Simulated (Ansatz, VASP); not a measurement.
# Two plane-wave programs on WAu

The input INCAR:

```
SYSTEM = WAu
ALGO = Fast ; EDIFF = 1E-7
EDIFFG = -0.01 ; ENCUT = 600
GGA = PE ; IBRION = 2
ISIF = 3 ; ISMEAR = 0
LASPH = .TRUE. ; LCHARG = .FALSE.
LREAL = .FALSE. ; LWAVE = .FALSE.
NELM = 80 ; NSW = 100
PREC = Accurate ; SIGMA = 0.1
```

File KPOINTS:

```
k-points
0
G
  20 20 14
  0 0 0
```

The input POSCAR:

```
WAu
1.0
    2.7874748157      0.0000000000      0.0000000000
    0.0000000000      2.7874748157      0.0000000000
    0.0000000000      0.0000000000      4.2892720367
W Au
1 1
Direct
    0.5000000000      0.5000000000      0.5000000000
    0.0000000000      0.0000000000      0.0000000000
```

Input for Ansatz:

```yaml
crystal:
  lattice:
    - [2.7874748157, 0.0, 0.0]
    - [0.0, 2.7874748157, 0.0]
    - [0.0, 0.0, 4.2892720367]
  atoms:
    - { symbol: W, position: [0.5, 0.5, 0.5] }
    - { symbol: Au, position: [0.0, 0.0, 0.0] }
basis:
  ecutwfc: 420
kpoints:
  mp_grid: { grid: [20, 20, 14] }
hamiltonian:
  xc: pbe
scf:
  occupations: { method: gaussian, width: 0.1 }
output:
  forces: true
  stress: true
  eigenvalues: true
  write_density: true
  write_potential: true
  elf: true
  volumetric_format: npy
relax:
  adjacent_minimum: "off"
  f_tol: 0.01
  max_steps: 80
  cell: { stress_tol: 0.05 }
```

Alike in both runs: task relaxation of cell and atoms; functional PBE; k mesh 20 × 20 × 14; occupations gaussian, width 0.1 eV; no spin polarisation.

|  | VASP | Ansatz |
| --- | --- | --- |
| version | VASP 6.6.1 | Ansatz 0.2.0 |
| potentials or method | VASP PAW PBE potentials, release 64 (W_sv, Au), cutoff 600 eV | scalar-relativistic, plane waves, PAW |
| valence electrons in the cell | 25 | 33 |

|  | VASP | Ansatz | Ansatz less VASP |
| --- | --- | --- | --- |
| gap on the k mesh at the Fermi level, each at its own relaxed structure (eV) | none | none | - |
| relaxed volume (Å³/atom) | 16.62 | 16.62 | -0.002 |
| relaxed cell length with the largest relative difference (Å) | 4.327 | 4.329 | +0.0015 |

A gap of «none» marks a metal or a gap that the smearing closes. VASP's potentials hold 25 valence electrons a cell and Ansatz's 33, so a difference there can come from the potentials and not from the codes.

Neither program's run includes spin-orbit coupling.
